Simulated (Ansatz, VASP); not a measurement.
## Ca in VASP and in Ansatz

```
Ca
1.0
     3.59332    0.00000    0.00000
     0.00000    3.59332    0.00000
     0.00000    0.00000    3.38400
Ca
1
Direct
  0.00000 0.00000 0.00000
```

Change from the starting cell: strain +0.030 along x and y, -0.030 along z, atoms carried along.

Alike in both runs: task single point; functional PBE; k mesh 14 × 14 × 14; occupations gaussian, width 0.15 eV; no spin polarisation.

|  | VASP | Ansatz |
| --- | --- | --- |
| version | VASP 6.6.1 | Ansatz 0.2.0 |
| potentials or method | VASP PAW PBE potentials, release 64 (Ca_sv), cutoff 520 eV | scalar-relativistic, plane waves, PAW |
| valence electrons in the cell | 10 | 10 |

|  | VASP | Ansatz | Ansatz less VASP |
| --- | --- | --- | --- |
| gap on the k mesh at the Fermi level (eV) | none | none | - |
| pressure (GPa) | 0.1 | 0.1 | +0.01 |
| traceless stress, the component that is largest in VASP (GPa) | 2.27 | 2.27 | -0.006 |

A gap of «none» marks a metal or a gap that the smearing closes.
